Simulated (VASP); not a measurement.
# CdS (Fm-3m) in VASP: further runs

CdS is run at these levels: PBEsol; tasks: single point.

Everything below comes from runs of VASP 6.6.1. Logs are shortened: lines on timing, memory, paths and dates and some standing lists are left out, and cuts for length are marked.

## 1. The cell of the first run

It takes space group Fm-3m (No. 225, cubic). The conventional cell has a = 5.506 Å, b = 5.506 Å, c = 5.506 Å, α = 90.00°, β = 90.00°, γ = 90.00°. Cd (site symmetry m-3m) has 6 S at 2.75 Å within 3.6 Å. S (site symmetry m-3m) has 6 Cd at 2.75 Å within 3.6 Å.

## 2. Single point, PBEsol

INCAR

```
PREC = Accurate
ENCUT = 500
EDIFF = 1E-6
ISMEAR = 0
SIGMA = 0.01
LREAL = F
LASPH = T
NELM = 120
ALGO = Normal
ISIF = 2
LWAVE = F
LCHARG = F
GGA = PS
NBANDS = 16
GGA_COMPAT = F
```

KPOINTS

```
regular mesh
0
Gamma
  4 4 4
```

POSCAR

```
CdS
1.0
    3.8936750000      0.0000000000      0.0000000000
    1.9468375000      3.3720214641      0.0000000000
    1.9468375000      1.1240071547      3.1791723247
Cd S
1 1
Direct
    0.0000000000      0.0000000000      0.0000000000
    0.5000000000      0.5000000000      0.5000000000
```

Potentials or basis: VASP PAW PBE potentials, release 64 (Cd, S).

Run with:

```console
cat potpaw_PBE.64/Cd/POTCAR potpaw_PBE.64/S/POTCAR > POTCAR
mpirun -np 1 vasp_std > vasp.out
```

OUTCAR:

```text
PREC = Accurate
   ENCUT = 500
   EDIFF = 1E-6
   ISMEAR = 0
   LREAL = F
   LASPH = T
   NELM = 120
   ISIF = 2
   GGA = PS

 ion  position               nearest neighbor table
   1  0.000  0.000  0.000-   2 2.75   2 2.75   2 2.75   2 2.75   2 2.75   2 2.75
   2  0.500  0.500  0.500-   1 2.75   1 2.75   1 2.75   1 2.75   1 2.75   1 2.75

  LATTYP: Found a face centered cubic cell.
 ALAT       =     5.5064879925

  Lattice vectors:

 A1 = (   3.8936750000,   0.0000000000,   0.0000000000)
 A2 = (   1.9468375000,   3.3720214641,   0.0000000000)
 A3 = (   1.9468375000,   1.1240071547,   3.1791723247)

Analysis of symmetry for initial positions (statically):
=====================================================================
 Subroutine PRICEL returns:
 Original cell was already a primitive cell.

 Routine SETGRP: Setting up the symmetry group for a
 face centered cubic supercell.

 Subroutine GETGRP returns: Found 48 space group operations
 (whereof 48 operations were pure point group operations)
 out of a pool of 48 trial point group operations.

The static configuration has the point symmetry O_h .

Analysis of symmetry for dynamics (positions and initial velocities):
=====================================================================
 Subroutine PRICEL returns:
 Original cell was already a primitive cell.

 Routine SETGRP: Setting up the symmetry group for a
 face centered cubic supercell.

 Subroutine GETGRP returns: Found 48 space group operations
 (whereof 48 operations were pure point group operations)
 out of a pool of 48 trial point group operations.

The dynamic configuration has the point symmetry O_h .

 Subroutine INISYM returns: Found 48 space group operations
 (whereof 48 operations are pure point group operations),
 and found     1 'primitive' translations

----------------------------------------------------------------------------------------

                                     Primitive cell

  volume of cell :      41.7411

  direct lattice vectors                    reciprocal lattice vectors
     3.893675000  0.000000000  0.000000000     0.256826777 -0.148279009 -0.104849093
     1.946837500  3.372021464  0.000000000     0.000000000  0.296558017 -0.104849093
     1.946837500  1.124007155  3.179172325     0.000000000  0.000000000  0.314547278

  length of vectors
     3.893675000  3.893675000  3.893675000     0.314547278  0.314547278  0.314547278

  position of ions in fractional coordinates (direct lattice)
     0.000000000  0.000000000  0.000000000
     0.500000000  0.500000000  0.500000000

  ion indices of the primitive-cell ions
   primitive index   ion index
                 1           1
                 2           2

----------------------------------------------------------------------------------------

 KPOINTS: regular mesh

Automatic generation of k-mesh.
 Grid dimensions read from file:
 generate k-points for:    4    4    4

 Generating k-lattice:

  Cartesian coordinates                     Fractional coordinates (reciprocal lattice)
     0.064206694 -0.037069752 -0.026212273     0.250000000  0.000000000  0.000000000
     0.000000000  0.074139504 -0.026212273     0.000000000  0.250000000  0.000000000
     0.000000000  0.000000000  0.078636819     0.000000000  0.000000000  0.250000000

  Length of vectors
     0.078636819  0.078636819  0.078636819

  Shift w.r.t. Gamma in fractional coordinates (k-lattice)
     0.000000000  0.000000000  0.000000000

 Subroutine IBZKPT returns following result:
 ===========================================

 Found      8 irreducible k-points:

 Following reciprocal coordinates:
            Coordinates               Weight
  0.000000  0.000000  0.000000      1.000000
  0.250000  0.000000  0.000000      8.000000
  0.500000  0.000000  0.000000      4.000000
  0.250000  0.250000  0.000000      6.000000
  0.500000  0.250000  0.000000     24.000000
 -0.250000  0.250000  0.000000     12.000000
  0.500000  0.500000  0.000000      3.000000
 -0.250000  0.500000  0.250000      6.000000
   k-points           NKPTS =      8   k-points in BZ     NKDIM =      8   number of bands    NBANDS=     16
   number of dos      NEDOS =    301   number of ions     NIONS =      2
   total plane-waves  NPLWV =  21952
   dimension x,y,z NGX =    28 NGY =   28 NGZ =   28
   dimension x,y,z NGXF=    56 NGYF=   56 NGZF=   56
   ions per type =               1   1
   NGX,Y,Z   is equivalent  to a cutoff of  11.95, 11.95, 11.95 a.u.
   NGXF,Y,Z  is equivalent  to a cutoff of  23.91, 23.91, 23.91 a.u.
 SYSTEM =  unknown system
   PREC   = accura    normal or accurate (medium, high low for compatibility)
   ISTART =      0    job   : 0-new  1-cont  2-samecut
   ICHARG =      2    charge: 1-file 2-atom 10-const
   ISPIN  =      1    spin polarized calculation?
   LNONCOLLINEAR =      F non collinear calculations
   LSORBIT =      F    spin-orbit coupling
   LASPH  =      T    aspherical Exc in radial PAW
   ENCUT  =  500.0 eV  36.75 Ry    6.06 a.u.   7.10  7.10  7.10*2*pi/ulx,y,z
   NELM   =    120;   NELMIN=  2; NELMDL= -5     # of ELM steps
   EDIFF  = 0.1E-05   stopping-criterion for ELM
   LREAL  =      F    real-space projection
[... 7 lines left out ...]
   TEBEG  =    0.0;   TEEND  =   0.0 temperature during run
   PSTRESS=    0.0 pullay stress
   NELECT =      18.0000    total number of electrons
   NUPDOWN=      -1.0000    fix difference up-down
   EMIN   =  10.00;   EMAX   =-10.00  energy-range for DOS
   EFERMI =   0.00;   METHOD = LEGACY
   ISMEAR =     0;   SIGMA  =   0.01  broadening in eV -4-tet -1-fermi 0-gaus
   EFERMI_NEDOS =   21; number of points for ismear=-14 and -15
   IALGO  =     38    algorithm
   IMIX   =      4    mixing-type and parameters
     AMIX     =   0.40;   BMIX     =  1.00
     AMIX_MAG =   1.60;   BMIX_MAG =  1.00
  volume/ion in A,a.u.               =      20.87       140.84
  Fermi-wavevector in a.u.,A,eV,Ry     =   1.236833  2.337275 20.813583  1.529755
  Thomas-Fermi vector in A             =   2.371425
   LORBIT       =      0    0 simple, 1 ext, 2 COOP (PROOUT), +10 PAW based schemes
   GGA     = PS    functional components
   LHFCALC =     F    Hartree Fock is set to
   AEXX    =    0.0000 exact exchange contribution
   IVDW    =     0    specifies the selected vdW correction
   LEPSILON=     F    determine dielectric tensor
   LRPA    =     F    only Hartree local field effects (RPA)
 non-spin polarized calculation
 Gauss-broadening in eV      SIGMA  =   0.01
  energy-cutoff  :      500.00
  volume of cell :       41.74
 maximum number of plane-waves:      1068
   NGX = 15   NGY = 15   NGZ = 15

 number of electron      17.9999990 magnetization

 Free energy of the ion-electron system (eV)
  ---------------------------------------------------
  ext. energy  EPLUGINS =         0.00000000
  ---------------------------------------------------
  free energy    TOTEN  =        -6.53440328 eV

  energy without entropy =       -6.53440328  energy(sigma->0) =       -6.53440328

 E-fermi :   2.7044     XC(G=0): -10.5001

 val. band max:        2.6631894359   @ k =   0.5000   0.0000   0.0000
 cond. band min:       2.7445553001   @ k =   0.5000   0.5000   0.0000
 fundamental gap:      0.0813658643
 Fermi energy:         2.7043917746

 k-point     1 :       0.0000    0.0000    0.0000
  band No.  band energies     occupation
      1     -10.0189      2.00000
      2      -4.9650      2.00000
      3      -4.9650      2.00000
      4      -4.9650      2.00000
      5      -4.9644      2.00000
      6      -4.9644      2.00000
[... 8 lines left out ...]
     15      13.7895      0.00000
     16      13.7895      0.00000

 k-point     2 :       0.2500    0.0000    0.0000
  band No.  band energies     occupation
      1      -9.5324      2.00000
      2      -5.1130      2.00000
      3      -5.1130      2.00000
      4      -5.0316      2.00000
      5      -4.8670      2.00000
      6      -4.8670      2.00000
[... 8 lines left out ...]
     15      13.3824      0.00000
     16      13.3824      0.00000

 k-point     3 :       0.5000    0.0000    0.0000
  band No.  band energies     occupation
      1      -8.8982      2.00000
      2      -5.2529      2.00000
      3      -5.2529      2.00000
      4      -5.2082      2.00000
      5      -4.7662      2.00000
      6      -4.7662      2.00000
[... 8 lines left out ...]
     15      15.5964      0.00000
     16      15.5964      0.00000

 k-point     4 :       0.2500    0.2500    0.0000
  band No.  band energies     occupation
      1      -9.4720      2.00000
      2      -5.0921      2.00000
      3      -5.0415      2.00000
      4      -4.9115      2.00000
      5      -4.8559      2.00000
      6      -4.8559      2.00000
[... 8 lines left out ...]
     15      15.5491      0.00000
     16      17.1006      0.00000

 k-point     5 :       0.5000    0.2500    0.0000
  band No.  band energies     occupation
      1      -9.0246      2.00000
      2      -5.0716      2.00000
      3      -5.0635      2.00000
      4      -4.9284      2.00000
      5      -4.7431      2.00000
      6      -4.6377      2.00000
[... 8 lines left out ...]
     15      16.1860      0.00000
     16      17.4349      0.00000

 k-point     6 :      -0.2500    0.2500    0.0000
  band No.  band energies     occupation
      1      -9.0777      2.00000
      2      -5.1935      2.00000
      3      -5.1445      2.00000
      4      -4.9872      2.00000
      5      -4.8228      2.00000
      6      -4.6950      2.00000
[... 8 lines left out ...]
     15      16.1805      0.00000
     16      16.6920      0.00000

 k-point     7 :       0.5000    0.5000    0.0000
  band No.  band energies     occupation
      1      -9.1285      2.00000
      2      -5.1182      2.00000
      3      -4.8583      2.00000
      4      -4.7024      2.00000
      5      -4.7024      2.00000
      6      -4.0404      2.00000
[... 8 lines left out ...]
     15      17.0004      0.00000
     16      17.2782      0.00000

 k-point     8 :      -0.2500    0.5000    0.2500
  band No.  band energies     occupation
      1      -8.9786      2.00000
      2      -5.0942      2.00000
      3      -4.9617      2.00000
      4      -4.9617      2.00000
      5      -4.7023      2.00000
      6      -4.2210      2.00000
[... 8 lines left out ...]
     15      15.3733      0.00000
     16      17.2666      0.00000

------------------------ aborting loop because EDIFF is reached ----------------------------------------

  FORCE on cell =-STRESS in cart. coord.  units (eV):
  Direction    XX          YY          ZZ          XY          YZ          ZX
  --------------------------------------------------------------------------------------
  -------------------------------------------------------------------------------------
  Total       -0.9351104     -0.9351104     -0.9351104      0.0000000     -0.0000000     -0.0000000
  in kB      -35.8929696    -35.8929696    -35.8929696      0.0000000     -0.0000000     -0.0000000
  external PRESSURE =     -35.8929696 kB  Pullay stress =       0.0000000 kB

 VOLUME and BASIS-vectors are now :
 -----------------------------------------------------------------------------
  energy-cutoff  :      500.00
  volume of cell :       41.74
      direct lattice vectors                 reciprocal lattice vectors
     3.893675000  0.000000000  0.000000000     0.256826777 -0.148279009 -0.104849093
     1.946837500  3.372021464  0.000000000     0.000000000  0.296558017 -0.104849093
     1.946837500  1.124007155  3.179172325     0.000000000  0.000000000  0.314547278

 POSITION                                       TOTAL-FORCE (eV/Angst)
 -----------------------------------------------------------------------------------
      0.00000      0.00000      0.00000         0.000000     -0.000000      0.000000
      3.89367      2.24801      1.58959        -0.000000      0.000000      0.000000
 -----------------------------------------------------------------------------------
    total drift:                                0.000000      0.000000      0.000000

  FREE ENERGIE OF THE ION-ELECTRON SYSTEM (eV)
  ---------------------------------------------------
  free  energy   TOTEN  =        -6.5344032799 eV

  energy  without entropy=       -6.5344032799  energy(sigma->0) =       -6.53440328
```

Run time: 7.9 s. Hardware: 1 thread of Intel Xeon 8259CL, shared host; peak memory 0.15 GiB.

Results:

| Property | Result |
| --- | --- |
| Free energy | -6.5344 eV |
| Pressure | -3.6 GPa |
| Band gap on the k mesh | 0.08 eV, indirect (least direct gap 1.38 eV) |

Caveat: the k points lie up to 0.49 Å⁻¹ apart; the PAW data sets were made with another functional, which shifts forces and pressure a little.

## 3. Single point, PBEsol

INCAR

```
ALGO = Normal
EDIFF = 1E-6
ENCUT = 500
GGA = PS
GGA_COMPAT = False
ISIF = 2
ISMEAR = 0
LASPH = True
LCHARG = True
LELF = True
LREAL = False
LVHAR = True
LWAVE = False
NBANDS = 16
NELM = 120
PREC = Accurate
SIGMA = 0.01
```

KPOINTS

```
k-points
0
Gamma
  5 5 5
```

POSCAR is that of step 2.

Potentials or basis: VASP PAW PBE potentials, release 64 (Cd, S).

Run with:

```console
cat potpaw_PBE.64/Cd/POTCAR potpaw_PBE.64/S/POTCAR > POTCAR
mpirun -np 1 vasp_std > vasp.out
```

Run time: 13 s. Hardware: 1 thread of Intel Xeon 8259CL, shared host; peak memory 0.15 GiB.

It converged, with:

```
Free energy            : -6.5952 eV
Pressure               : -3.9 GPa
Band gap on the k mesh : 0.62 eV, indirect (least direct gap 1.40 eV)
```

Levels at points of the mesh, in eV from the valence-band top:
```tsv
k point	band 6	band 7	band 8	band 9	band 10	band 11	band 12	band 13
(0.00, 0.00, 0.00)	-7.59	-0.72	-0.72	-0.72	0.68	9.13	9.13	9.13
```

Caveat: the PAW data sets were made with another functional, which shifts forces and pressure a little.

## 4. Single point, PBEsol

INCAR

```
PREC = Accurate ; ENCUT = 500
EDIFF = 1E-6 ; ISMEAR = 0
SIGMA = 0.01 ; LREAL = False
LASPH = True ; NELM = 120
ALGO = Normal ; ISIF = 2
LWAVE = False ; LCHARG = False
GGA = PS ; NBANDS = 16
GGA_COMPAT = False
```

KPOINTS

```
regular mesh
0
Gamma
  7 7 7
```

POSCAR is that of step 3.

Run with:

```console
cat potpaw_PBE.64/Cd/POTCAR potpaw_PBE.64/S/POTCAR > POTCAR
mpirun -np 1 vasp_std > vasp.out
```

It took 16 s on 1 thread of Intel Xeon 8259CL, shared host; peak memory 0.16 GiB.

The run converged. Its results:

```yaml
Free_energy: -6.6167 eV
Pressure: -4.0 GPa
Band_gap_on_the_k_mesh: 0.39 eV, indirect (least direct gap 1.41 eV)
```

Levels at points of the mesh, in eV from the valence-band top:
| k point | band 7 | band 8 | band 9 | band 10 | band 11 | band 12 |
| --- | --- | --- | --- | --- | --- | --- |
| (0.00, 0.00, 0.00) | -0.71 | -0.71 | -0.71 | 0.70 | 9.14 | 9.14 |

Caveat: the PAW data sets were made with another functional, which shifts forces and pressure a little. A k mesh can miss the band edges.

## 5. Overview

```tsv
k mesh	gap on the mesh (eV)	pressure (GPa)
4 × 4 × 4	0.08	-3.6
5 × 5 × 5	0.62	-3.9
7 × 7 × 7	0.39	-4.0
```

Alike in all rows: task single point; level PBEsol; potentials or basis VASP PAW PBE potentials, release 64 (Cd, S); no spin polarisation; cell as given; cutoff (eV) 500; smearing gaussian 0.01 eV.

Caveats: some runs use coarse meshes; the PAW data sets were made with another functional, which shifts forces and pressure a little.

Total energies depend on the potentials used, so only differences within one code and one set of settings carry meaning.
